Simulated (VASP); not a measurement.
Runs of VASP 6.6.1 on CuAu. It takes space group P4/mmm (No. 123, tetragonal). Conventional cell: a = 2.811 Å, b = 2.811 Å, c = 3.685 Å, α = 90.00°, β = 90.00°, γ = 90.00°. Within 3.6 Å of Cu (site symmetry 4/mmm) lie 8 Au at 2.71 Å and 4 Cu at 2.81 Å. Within 3.6 Å of Au (site symmetry 4/mmm) lie 8 Cu at 2.71 Å and 4 Au at 2.81 Å. 

```tsv
k mesh	gap on the mesh (eV)	pressure (GPa)
6 × 6 × 5	none	-8.5
10 × 10 × 8	none	-8.4
4 × 4 × 3	none	-7.6
5 × 5 × 4	none	(b)
3 × 3 × 2	none	(a)
```

Alike in all rows: task single point; level LDA; potentials or basis VASP PAW LDA potentials, release 64 (Cu, Au); no spin polarisation; cell as given; cutoff (eV) 520; smearing fermi-dirac 0.1 eV.

Task: Estimate the missing entries.

Result: (a) -10.7; (b) -8.9.

Caveats: some runs use coarse meshes; spin-orbit coupling is left out, which moves the levels of the heavy elements.

A k mesh can miss the band edges, and the runs leave out spin-orbit coupling on Au.

A gap of «none» marks levels without a gap at the run's occupations.
